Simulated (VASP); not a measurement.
# Ag (P6_3/mmc) in VASP: notebook, part 2 of 2

VASP 6.6.1. The steps go on from the part before.

### 3 Relaxation of cell and atoms, PBEsol

This run uses another cell than the first one, of 18.04 Å³/atom, 0.967 times its volume.

File INCAR:

```
SYSTEM = Ag
  PREC = Accurate
  ENCUT = 600
  EDIFF = 1E-6
  ISMEAR = -1
  SIGMA = 0.1
  LREAL = .False.
  LASPH = .True.
  NELM = 100
  ALGO = Normal
  ISIF = 3
  LWAVE = .False.
  LCHARG = .False.
  GGA = PS
  IBRION = 2
  NSW = 80
  EDIFFG = -0.01
```

File KPOINTS:

```
Automatic mesh
0
Gamma
  13 13 3
  0 0 0
```

File POSCAR:

```
Ag
1.0
    2.8861989086      0.0000000000      0.0000000000
   -1.4430994543      2.4995215753      0.0000000000
    0.0000000000      0.0000000000     10.0000000000
Ag
4
Direct
    0.3333333333      0.6666666667      0.2500000000
    0.6666666667      0.3333333333      0.7500000000
    0.0000000000      0.0000000000      0.0000000000
    0.0000000000      0.0000000000      0.5000000000
```

Potentials or basis: VASP PAW PBE potentials, release 64 (Ag).

Run with:

```console
> cat potpaw_PBE.64/Ag/POTCAR > POTCAR
> mpirun -np 1 vasp_std > vasp.out
```

OUTCAR:

```text
SYSTEM = Ag
   PREC = Accurate
   ENCUT = 600
   EDIFF = 1E-6
   ISMEAR = -1
   LREAL = .False.
   LASPH = .True.
   NELM = 100
   ISIF = 3
   GGA = PS
   IBRION = 2
   NSW = 80
   EDIFFG = -0.01

 ion  position               nearest neighbor table
   1  0.333  0.667  0.250-   3 3.00   4 3.00   3 3.00   4 3.00   3 3.00   4 3.00
   2  0.667  0.333  0.750-   3 3.00   4 3.00   3 3.00   4 3.00   3 3.00   4 3.00
   3  0.000  0.000  0.000-   1 3.00   2 3.00   2 3.00   1 3.00   2 3.00   1 3.00
   4  0.000  0.000  0.500-   1 3.00   2 3.00   2 3.00   1 3.00   2 3.00   1 3.00

  LATTYP: Found a hexagonal cell.
 ALAT       =     2.8861989086
 C/A-ratio  =     3.4647646668

  Lattice vectors:

 A1 = (   2.8861989086,   0.0000000000,   0.0000000000)
 A2 = (  -1.4430994543,   2.4995215753,   0.0000000000)
 A3 = (   0.0000000000,   0.0000000000,  10.0000000000)

Analysis of symmetry for initial positions (statically):
=====================================================================
 Subroutine PRICEL returns:
 Original cell was already a primitive cell.
[... 175 lines left out ...]
  free energy    TOTEN  =       -13.08038300 eV

  energy without entropy =      -13.04433466  energy(sigma->0) =      -13.06235883

------------------------ aborting loop because EDIFF is reached ----------------------------------------

  FORCE on cell =-STRESS in cart. coord.  units (eV):
  Direction    XX          YY          ZZ          XY          YZ          ZX
  --------------------------------------------------------------------------------------
  -------------------------------------------------------------------------------------
  Total       -2.7195364     -2.7195364     -4.4250761      0.0000000      0.0000000     -0.0000000
  in kB      -60.3979663    -60.3979663    -98.2761595      0.0000000      0.0000000     -0.0000000
  external PRESSURE =     -73.0240307 kB  Pullay stress =       0.0000000 kB
[... 253 lines left out ...]
--------------------------------------- Ionic step        8  -------------------------------------------

 number of electron      43.9999996 magnetization

 Free energy of the ion-electron system (eV)
  ---------------------------------------------------
  ext. energy  EPLUGINS =         0.00000000
  ---------------------------------------------------
  free energy    TOTEN  =       -13.25285492 eV

  energy without entropy =      -13.21817410  energy(sigma->0) =      -13.23551451

 E-fermi :   8.7216     XC(G=0): -12.5632

 val. band max:        8.6874043073   @ k =   0.4615   0.0769   0.0000
 cond. band min:       8.7716247913   @ k =   0.3077   0.1538   0.0000
 fundamental gap:      0.0842204839
 Fermi energy:         8.7215809239

 k-point     1 :       0.0000    0.0000    0.0000
  band No.  band energies     occupation
      1       0.5667      2.00000
      2       1.9636      2.00000
      3       1.9651      2.00000
      4       2.0165      2.00000
      5       3.6611      2.00000
      6       3.7093      2.00000
[... 685 lines left out ...]
     25      14.0193      0.00000
     26      16.9162      0.00000

 [... further k-points ...]
[... 5 lines left out ...]
  --------------------------------------------------------------------------------------
  -------------------------------------------------------------------------------------
  Total       -0.0023226     -0.0023226      0.0019936     -0.0000000      0.0000000      0.0000000
  in kB       -0.0559518     -0.0559518      0.0480266     -0.0000000      0.0000000      0.0000000
  external PRESSURE =      -0.0212923 kB  Pullay stress =       0.0000000 kB
[... 19 lines left out ...]
  FREE ENERGIE OF THE ION-ELECTRON SYSTEM (eV)
  ---------------------------------------------------
  free  energy   TOTEN  =       -13.2528549195 eV

  energy  without entropy=      -13.2181740989  energy(sigma->0) =      -13.23551451

 reached required accuracy - stopping structural energy minimisation
```

OSZICAR:

```text
N       E                     dE             d eps       ncg     rms          rms(c)
DAV:   1     0.311335057321E+03    0.31134E+03   -0.24985E+04  2192   0.187E+03
DAV:   2    -0.703580609459E+01   -0.31837E+03   -0.30679E+03  2276   0.384E+02
DAV:   3    -0.143556379025E+02   -0.73198E+01   -0.72643E+01  2378   0.623E+01
DAV:   4    -0.144007444341E+02   -0.45107E-01   -0.45073E-01  2312   0.469E+00
[... 61 lines left out ...]
DAV:   1    -0.132551952071E+02   -0.24398E-02   -0.38695E-02  2190   0.180E+00    0.310E-01
DAV:   2    -0.132529113351E+02    0.22839E-02   -0.76592E-03  2190   0.779E-01    0.951E-02
DAV:   3    -0.132528652128E+02    0.46122E-04   -0.12688E-04  2200   0.786E-02    0.663E-02
DAV:   4    -0.132528554822E+02    0.97305E-05   -0.22524E-05  2220   0.331E-02    0.603E-03
DAV:   5    -0.132528549195E+02    0.56273E-06   -0.21557E-06  1248   0.129E-02
   8 F= -.13252855E+02 E0= -.13235515E+02  d E =-.175989E-03
```

CONTCAR:

```text
Ag
   1.00000000000000
     2.8529718834023363   -0.0000000000000000   -0.0000000000000000
    -1.4264859417011682    2.4707461273838272    0.0000000000000000
     0.0000000000000000    0.0000000000000000    9.4349313237922896
  Ag
     4
Direct
     0.3333333332999970    0.6666666667000030    0.2500000000000000
     0.6666666667000030    0.3333333332999970    0.7500000000000000
     0.0000000000000000    0.0000000000000000    0.0000000000000000
     0.0000000000000000    0.0000000000000000    0.5000000000000000

  0.00000000E+00  0.00000000E+00  0.00000000E+00
  0.00000000E+00  0.00000000E+00  0.00000000E+00
  0.00000000E+00  0.00000000E+00  0.00000000E+00
  0.00000000E+00  0.00000000E+00  0.00000000E+00
```

Run time: 2.8 min. Hardware: 1 thread of Intel Xeon Platinum 8559C (Emerald Rapids), shared host; peak memory 0.25 GiB.

What came out:

| Property | Result |
| --- | --- |
| Free energy | -13.2529 eV |
| Relaxed volume | 16.63 Å³/atom |
| Relaxed cell | a = 2.853 Å, b = 2.853 Å, c = 9.435 Å, α = 90.00°, β = 90.00°, γ = 120.00° |
| Space group after relaxing (to 0.05 Å) | P6_3/mmc (No. 194) |
| Energy gained by relaxing | 43.1 meV/atom |
| Ionic steps | 8 |
| Pressure after relaxing | 0.0 GPa |
| Band gap on the k mesh | zero (band 22 reaches 12.09 eV, above the bottom of band 23 at 5.50 eV) |

The path:
```csv
step,energy change (eV),largest force (eV/Å),pressure (GPa),volume (Å³)
1,0.0000,0.0000,-7.30,72.14
2,-0.1160,0.0000,5.55,63.88
3,-0.1535,0.0000,0.46,66.38
4,-0.1703,0.0000,0.29,66.35
5,-0.1722,0.0000,0.32,66.32
6,-0.1723,0.0000,0.30,66.33
7,-0.1724,0.0000,-0.25,66.64
8,-0.1725,0.0000,0.00,66.51
```

Final structure:
```yaml
crystal:
  lattice:
    - [2.85297, 0.00000, 0.00000]
    - [-1.42649, 2.47075, 0.00000]
    - [0.00000, 0.00000, 9.43493]
  atoms:
    - { symbol: Ag, position: [0.33333, 0.66667, 0.25000] }
    - { symbol: Ag, position: [0.66667, 0.33333, 0.75000] }
    - { symbol: Ag, position: [0.00000, 0.00000, 0.00000] }
    - { symbol: Ag, position: [0.00000, 0.00000, 0.50000] }
```

Levels at points of the mesh, in eV from the Fermi level:
| k point | band 20 | band 21 | band 22 | band 23 | band 24 | band 25 |
| --- | --- | --- | --- | --- | --- | --- |
| (0.00, 0.00, 0.00) | -3.55 | -3.55 | -3.14 | -3.14 | -0.76 | 3.41 |

Caveat: the PAW data sets were made with another functional, which shifts forces and pressure a little.
